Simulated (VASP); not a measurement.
# ZnO (P6_3mc) in VASP: a series of runs

The runs below take ZnO through elastic constants, with PBEsol.

Program: VASP 6.6.1. These are calculated values, not measurements. Logs are shortened: lines on timing, memory, paths and dates and some standing lists are left out, and cuts for length are marked.

## (1) The cell of the first run

It takes space group P6_3mc (No. 186, hexagonal). The conventional cell has a = 3.166 Å, b = 3.166 Å, c = 5.111 Å, α = 90.00°, β = 90.00°, γ = 120.00°. Zn (site symmetry 3m) has 4 O at 1.93 to 1.94 Å within 2.6 Å. Within 2.6 Å of O (site symmetry 3m) lie 4 Zn at 1.93 to 1.94 Å.

## (2) Elastic constants, PBEsol

The input, INCAR:

```
  PREC = Accurate
  ENCUT = 600
  EDIFF = 1E-8
  ISMEAR = 0
  SIGMA = 0.01
  LREAL = False
  LASPH = True
  NELM = 80
  ALGO = Normal
  ISIF = 3
  LWAVE = False
  LCHARG = False
  GGA = PS
  IBRION = 6
  NFREE = 2
  POTIM = 0.015
  NSW = 1
```

The input, KPOINTS:

```
Automatic mesh
0
Gamma
  8 8 4
```

The input, POSCAR:

```
ZnO
1.0
    3.1655873454      0.0000000000      0.0000000000
   -1.5827936727      2.7414790590      0.0000000000
    0.0000000000      0.0000000000      5.1107356917
Zn O
2 2
Direct
    0.3333333333      0.6666666667      0.5000973895
    0.6666666667      0.3333333333      0.0000973895
    0.6666666667      0.3333333333      0.3789126105
    0.3333333333      0.6666666667      0.8789126105
```

Potentials or basis: VASP PAW PBE potentials, release 64 (Zn, O).

Launch:

```sh
$ cat potpaw_PBE.64/Zn/POTCAR potpaw_PBE.64/O/POTCAR > POTCAR
$ mpirun -np 1 vasp_std > vasp.out
```

OUTCAR:

```text
PREC = Accurate
   ENCUT = 600
   EDIFF = 1E-8
   ISMEAR = 0
   LREAL = False
   LASPH = True
   NELM = 80
   ISIF = 3
   GGA = PS
   IBRION = 6
   NFREE = 2
   POTIM = 0.015
   NSW = 1

 ion  position               nearest neighbor table
   1  0.333  0.667  0.500-   3 1.93   3 1.93   3 1.93   4 1.94
   2  0.667  0.333  0.000-   4 1.93   4 1.93   4 1.93   3 1.94
   3  0.667  0.333  0.379-   1 1.93   1 1.93   1 1.93   2 1.94
   4  0.333  0.667  0.879-   2 1.93   2 1.93   2 1.93   1 1.94

  LATTYP: Found a hexagonal cell.
 ALAT       =     3.1655873454
 C/A-ratio  =     1.6144668063

  Lattice vectors:

 A1 = (   3.1655873454,   0.0000000000,   0.0000000000)
 A2 = (  -1.5827936727,   2.7414790590,   0.0000000000)
 A3 = (   0.0000000000,   0.0000000000,   5.1107356917)

Analysis of symmetry for initial positions (statically):
=====================================================================
 Subroutine PRICEL returns:
 Original cell was already a primitive cell.

 Routine SETGRP: Setting up the symmetry group for a
 hexagonal supercell.

 Subroutine GETGRP returns: Found 12 space group operations
 (whereof  6 operations were pure point group operations)
 out of a pool of 24 trial point group operations.

The static configuration has the point symmetry C_3v.
 The point group associated with its full space group is C_6v.

Analysis of symmetry for dynamics (positions and initial velocities):
=====================================================================
 Subroutine PRICEL returns:
 Original cell was already a primitive cell.

 Routine SETGRP: Setting up the symmetry group for a
 hexagonal supercell.

 Subroutine GETGRP returns: Found 12 space group operations
 (whereof  6 operations were pure point group operations)
 out of a pool of 24 trial point group operations.

The dynamic configuration has the point symmetry C_3v.
 The point group associated with its full space group is C_6v.

 Subroutine INISYM returns: Found 12 space group operations
 (whereof  6 operations are pure point group operations),
 and found     1 'primitive' translations

----------------------------------------------------------------------------------------

                                     Primitive cell

  volume of cell :      44.3530

  direct lattice vectors                    reciprocal lattice vectors
     3.165587345  0.000000000  0.000000000     0.315897144  0.182383301  0.000000000
    -1.582793673  2.741479059  0.000000000     0.000000000  0.364766602  0.000000000
     0.000000000  0.000000000  5.110735692     0.000000000  0.000000000  0.195666546

  length of vectors
     3.165587345  3.165587345  5.110735692     0.364766602  0.364766602  0.195666546

  position of ions in fractional coordinates (direct lattice)
     0.333333333  0.666666667  0.500097389
     0.666666667  0.333333333  0.000097389
     0.666666667  0.333333333  0.378912611
     0.333333333  0.666666667  0.878912611

  ion indices of the primitive-cell ions
   primitive index   ion index
                 1           1
                 2           2
                 3           3
                 4           4
[... 117 lines left out ...]
  ---------------------------------------------------
  ext. energy  EPLUGINS =         0.00000000
  ---------------------------------------------------
  free energy    TOTEN  =       -19.30998273 eV

  energy without entropy =      -19.30998273  energy(sigma->0) =      -19.30998273

------------------------ aborting loop because EDIFF is reached ----------------------------------------

  FORCE on cell =-STRESS in cart. coord.  units (eV):
  Direction    XX          YY          ZZ          XY          YZ          ZX
  --------------------------------------------------------------------------------------
  -------------------------------------------------------------------------------------
  Total        3.0751977      3.0751977      3.0784520      0.0000000      0.0000000      0.0000000
  in kB      111.0864194    111.0864194    111.2039741      0.0000000      0.0000000      0.0000000
  external PRESSURE =     111.1256043 kB  Pullay stress =       0.0000000 kB
[... 95 lines left out ...]
  FREE ENERGIE OF THE ION-ELECTRON SYSTEM (eV)
  ---------------------------------------------------
  free  energy   TOTEN  =       -19.2526520330 eV

  energy  without entropy=      -19.2526520330  energy(sigma->0) =      -19.25265203

[... ionic steps 4 to 18 ...]

--------------------------------------- Ionic step       19  -------------------------------------------

 number of electron      35.9999990 magnetization

------------------------ aborting loop because EDIFF is reached ----------------------------------------
[... 71 lines left out ...]
--------------------------------------- Ionic step       21  -------------------------------------------

 number of electron      35.9999993 magnetization

 Free energy of the ion-electron system (eV)
  ---------------------------------------------------
  ext. energy  EPLUGINS =         0.00000000
  ---------------------------------------------------
  free energy    TOTEN  =       -19.30838551 eV

  energy without entropy =      -19.30838551  energy(sigma->0) =      -19.30838551

 E-fermi :   1.7948     XC(G=0): -11.5706

 val. band max:        1.7231242796   @ k =   0.0000   0.0000   0.0000
 cond. band min:       2.5001433480   @ k =   0.0000   0.0000   0.0000
 fundamental gap:      0.7770190684
 Fermi energy:         1.7948248444

 k-point     1 :       0.0000    0.0000    0.0000
  band No.  band energies     occupation
      1     -16.9296      2.00000
      2     -16.0724      2.00000
      3      -4.6017      2.00000
      4      -4.3686      2.00000
      5      -4.3686      2.00000
      6      -4.3447      2.00000
[... 589 lines left out ...]
     21      10.6507      0.00000
     22      10.7245      0.00000

 [... further k-points ...]

------------------------ aborting loop because EDIFF is reached ----------------------------------------

  FORCE on cell =-STRESS in cart. coord.  units (eV):
  Direction    XX          YY          ZZ          XY          YZ          ZX
  --------------------------------------------------------------------------------------
  -------------------------------------------------------------------------------------
  Total        2.9771164      2.9771164      3.2793908      0.0000000      0.0000000      0.0000000
  in kB      107.5433956    107.5433956    118.4625569      0.0000000      0.0000000      0.0000000
  external PRESSURE =     111.1831160 kB  Pullay stress =       0.0000000 kB
[... 19 lines left out ...]
  FREE ENERGIE OF THE ION-ELECTRON SYSTEM (eV)
  ---------------------------------------------------
  free  energy   TOTEN  =       -19.3083855053 eV

  energy  without entropy=      -19.3083855053  energy(sigma->0) =      -19.30838551

 INTERNAL STRAIN TENSORS FROM STRAINED CELLS
 ============================================

 INTERNAL STRAIN TENSOR FOR ION    1 for displacements in x,y,z  (eV/Angst):
          X           Y           Z          XY          YZ          ZX
  --------------------------------------------------------------------------------
  x     0.00000    -0.00000    -0.00000   -10.11803    -0.00000    -6.47313
  y   -10.15482    10.18670     0.00000    -0.00011    -6.46824     0.00002
  z    -6.55377    -6.56160    12.92017    -0.00018    -0.00472     0.00005

 INTERNAL STRAIN TENSORS FROM DISPLACED ATOMS
 ============================================

 INTERNAL STRAIN TENSOR FOR ION    1 for displacements in x,y,z  (eV/Angst):
          X           Y           Z          XY          YZ          ZX
  --------------------------------------------------------------------------------
  x     0.00000     0.00000     0.00000   -10.13639     0.00000    -6.47462
  y   -10.13639    10.13639     0.00000    -0.00000    -6.47462     0.00000
  z    -6.54123    -6.54123    12.83603     0.00000     0.00000     0.00000

 INTERNAL STRAIN TENSOR FOR ION    4 for displacements in x,y,z  (eV/Angst):
          X           Y           Z          XY          YZ          ZX
  --------------------------------------------------------------------------------
  x     0.00000     0.00000    -0.00000   -11.12000    -0.00000     6.47957
  y   -11.12000    11.12000     0.00000     0.00000     6.47957     0.00000
  z     6.53210     6.53210   -12.86053     0.00000     0.00000     0.00000

 Eigenvectors and eigenvalues of the dynamical matrix
 ----------------------------------------------------

   1 f  =   17.486156 THz   109.868757 2PiTHz  583.275374 cm-1    72.316897 meV
             X         Y         Z           dx          dy          dz
     -0.000000  1.827653  2.555866     0.000000    0.000000   -0.127813
      1.582794  0.913826  0.000498    -0.000000   -0.000000    0.127813
      1.582794  0.913826  1.936522    -0.000000   -0.000000   -0.695459
     -0.000000  1.827653  4.491890     0.000000    0.000000    0.695459
[... 71 lines left out ...]
  12 f/i=    0.005726 THz     0.035977 2PiTHz    0.190994 cm-1     0.023680 meV
             X         Y         Z           dx          dy          dz
     -0.000000  1.827653  2.555866     0.000000   -0.000000    0.633945
      1.582794  0.913826  0.000498     0.000000   -0.000000    0.633945
      1.582794  0.913826  1.936522     0.000000   -0.000000    0.313231
     -0.000000  1.827653  4.491890     0.000000   -0.000000    0.313231

--------------------------------------------------------------------------------------------------------

 ELASTIC MODULI CONTR FROM IONIC RELAXATION (kBar)
 Direction    XX          YY          ZZ          XY          YZ          ZX
 --------------------------------------------------------------------------------
 XX       -1152.6451    431.5710    708.6623      0.0000      0.0000     -0.0000
 YY         431.5710  -1152.6451    708.6623      0.0000      0.0000      0.0000
 ZZ         708.6623    708.6623  -1392.9282     -0.0000     -0.0000      0.0000
 XY           0.0000      0.0000     -0.0000   -792.1080     -0.0000      0.0000
 YZ           0.0000      0.0000     -0.0000     -0.0000   -323.9363      0.0000
 ZX          -0.0000      0.0000      0.0000     -0.0000      0.0000   -323.9360
 --------------------------------------------------------------------------------

 TOTAL ELASTIC MODULI (kBar)
 Direction    XX          YY          ZZ          XY          YZ          ZX
 --------------------------------------------------------------------------------
 XX        2222.8419   1661.1443   1536.0197      0.0000      0.0000     -0.0000
 YY        1661.1443   2222.8419   1536.0197      0.0000      0.0000      0.0000
 ZZ        1536.0197   1536.0197   2374.1635     -0.0000     -0.0000      0.0000
 XY           0.0000      0.0000     -0.0000    280.8488     -0.0000      0.0000
 YZ           0.0000      0.0000     -0.0000     -0.0000    269.5062      0.0000
 ZX          -0.0000      0.0000      0.0000     -0.0000      0.0000    269.5064
 --------------------------------------------------------------------------------
```

Wall time 31 min (1 thread of Oxide Virtual Turin-like, shared host); peak memory 0.34 GiB.

What came out:

```
Voigt bulk modulus                                      : 181 GPa
Highest phonon frequency at Γ, LO-TO splitting left out : 583 cm⁻¹
```

Phonon frequencies in cm⁻¹ (negative: imaginary):
```csv
q point,frequencies
"(0.000, 0.000, 0.000)",0 0 0 74 74 267 426 445 445 481 481 583
```

Elastic tensor in Voigt notation (GPa, in the Cartesian axes of the cell as first typed):
```
222 166 154   0   0   0
166 222 154   0   0   0
154 154 237   0   0   0
  0   0   0  27   0   0
  0   0   0   0  27   0
  0   0   0   0   0  28
```

Clamped-ion elastic tensor (GPa):
```
338 123  83   0   0   0
123 338  83   0   0   0
 83  83 377   0   0   0
  0   0   0  59   0   0
  0   0   0   0  59   0
  0   0   0   0   0 107
```

Caveat: the cell is under stress, which shifts elastic constants; the PAW data sets were made with another functional, which shifts forces and pressure a little.

## (3) Elastic constants, PBEsol

This run uses another cell than the first one, of 11.27 Å³/atom.

The input, INCAR:

```
PREC = Accurate
ENCUT = 600
EDIFF = 1E-8
ISMEAR = 0
SIGMA = 0.01
LREAL = F
LASPH = T
NELM = 100
ALGO = Normal
ISIF = 3
LWAVE = F
LCHARG = F
GGA = PS
IBRION = 6
NFREE = 2
POTIM = 0.015
NSW = 1
```

The input, KPOINTS:

```
regular mesh
0
Gamma
  8 8 4
```

The input, POSCAR:

```
ZnO
1.0
    3.1832215622      0.0000000000      0.0000000000
   -1.5916107811      2.7567507387      0.0000000000
    0.0000000000      0.0000000000      5.1386657934
Zn O
2 2
Direct
    0.3333333333      0.6666666667      0.5000707551
    0.6666666667      0.3333333333      0.0000707551
    0.6666666667      0.3333333333      0.3789392449
    0.3333333333      0.6666666667      0.8789392449
```

Potentials or basis: VASP PAW PBE potentials, release 64 (Zn, O).

Launch:

```sh
$ cat potpaw_PBE.64/Zn/POTCAR potpaw_PBE.64/O/POTCAR > POTCAR
$ mpirun -np 1 vasp_std > vasp.out
```

OUTCAR:

```text
PREC = Accurate
   ENCUT = 600
   EDIFF = 1E-8
   ISMEAR = 0
   LREAL = F
   LASPH = T
   NELM = 100
   ISIF = 3
   GGA = PS
   IBRION = 6
   NFREE = 2
   POTIM = 0.015
   NSW = 1

 ion  position               nearest neighbor table
   1  0.333  0.667  0.500-   3 1.94   3 1.94   3 1.94   4 1.95
   2  0.667  0.333  0.000-   4 1.94   4 1.94   4 1.94   3 1.95
[... 1147 lines left out ...]
  12 f/i=    0.001636 THz     0.010279 2PiTHz    0.054571 cm-1     0.006766 meV
             X         Y         Z           dx          dy          dz
     -0.000000  1.837834  2.569696    -0.595297   -0.217669    0.000000
      1.591611  0.918917  0.000364    -0.595297   -0.217669    0.000000
      1.591611  0.918917  1.947242    -0.294374   -0.107637    0.000000
     -0.000000  1.837834  4.516575    -0.294374   -0.107637    0.000000

--------------------------------------------------------------------------------------------------------

 ELASTIC MODULI CONTR FROM IONIC RELAXATION (kBar)
 Direction    XX          YY          ZZ          XY          YZ          ZX
 --------------------------------------------------------------------------------
 XX       -1030.9098    393.5269    626.8008     -0.0000      0.0000      0.0000
 YY         393.5269  -1030.9098    626.8008      0.0000      0.0000      0.0000
 ZZ         626.8008    626.8008  -1232.7885      0.0000     -0.0000     -0.0000
 XY          -0.0000      0.0000      0.0000   -712.2183     -0.0000     -0.0000
 YZ          -0.0000      0.0000     -0.0000     -0.0000   -286.0256      0.0000
 ZX           0.0000      0.0000     -0.0000     -0.0000      0.0000   -286.0253
 --------------------------------------------------------------------------------

 TOTAL ELASTIC MODULI (kBar)
 Direction    XX          YY          ZZ          XY          YZ          ZX
 --------------------------------------------------------------------------------
 XX        2168.2689   1544.7113   1415.2632     -0.0000      0.0000      0.0000
 YY        1544.7113   2168.2689   1415.2632      0.0000      0.0000      0.0000
 ZZ        1415.2632   1415.2632   2326.2152      0.0000     -0.0000     -0.0000
 XY          -0.0000      0.0000      0.0000    311.7788     -0.0000     -0.0000
 YZ          -0.0000      0.0000     -0.0000     -0.0000    294.9437      0.0000
 ZX           0.0000      0.0000     -0.0000     -0.0000      0.0000    294.9439
 --------------------------------------------------------------------------------
```

Wall time 28 min (1 thread of Oxide Virtual Turin-like, shared host); peak memory 0.34 GiB.

Results:

| Quantity | Value |
| --- | --- |
| Voigt bulk modulus | 171 GPa |
| Highest phonon frequency at Γ, LO-TO splitting left out | 570 cm⁻¹ |

Phonon frequencies in cm⁻¹ (negative: imaginary):
| q point | frequencies |
| --- | --- |
| (0.000, 0.000, 0.000) | 0 0 0 78 78 264 412 431 431 466 466 570 |

Elastic tensor in Voigt notation (GPa, in the Cartesian axes of the cell as first typed):
```
217 154 142   0   0   0
154 217 142   0   0   0
142 142 233   0   0   0
  0   0   0  29   0   0
  0   0   0   0  29   0
  0   0   0   0   0  31
```

Clamped-ion elastic tensor (GPa):
```
320 115  79   0   0   0
115 320  79   0   0   0
 79  79 356   0   0   0
  0   0   0  58   0   0
  0   0   0   0  58   0
  0   0   0   0   0 102
```

Caveat: the cell is under stress, which shifts elastic constants; the PAW data sets were made with another functional, which shifts forces and pressure a little.
